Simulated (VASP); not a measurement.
# MgH2: single point with LDA

MgH2:

```
Mg H
1.0
     2.78379    0.00000    0.00000
    -1.39189    2.41083    0.00000
     0.00000    0.00000    2.66614
Mg H
1 2
Direct
  0.00000 0.00000 0.00000
  0.33333 0.66667 0.50000
  0.66667 0.33333 0.50000
```

```json
{"Program": "VASP 6.6.1", "Task": "single point", "Functional": "LDA", "Potentials or basis": "VASP PAW LDA potentials, release 64 (Mg, H)", "Cutoff": "520 eV", "k mesh": "9 × 9 × 7", "Occupations": "fermi-dirac, width 0.01 eV", "Spin": "no spin polarisation"}
```

The pressure is 29.2 GPa. The band gap on the k mesh is zero (band 2 reaches 11.16 eV, above the bottom of band 3 at 5.09 eV).

Levels at points of the mesh, in eV from the Fermi level:
| k point | band 1 | band 2 | band 3 | band 4 | band 5 |
| --- | --- | --- | --- | --- | --- |
| (0.00, 0.00, 0.00) | -13.77 | 4.96 | 6.45 | 8.76 | 11.00 |

Run time: 3.6 s on 1 thread of Intel(R) Xeon(R) Platinum 8488C (Sapphire Rapids) (shared host), peak memory 0.12 GiB.
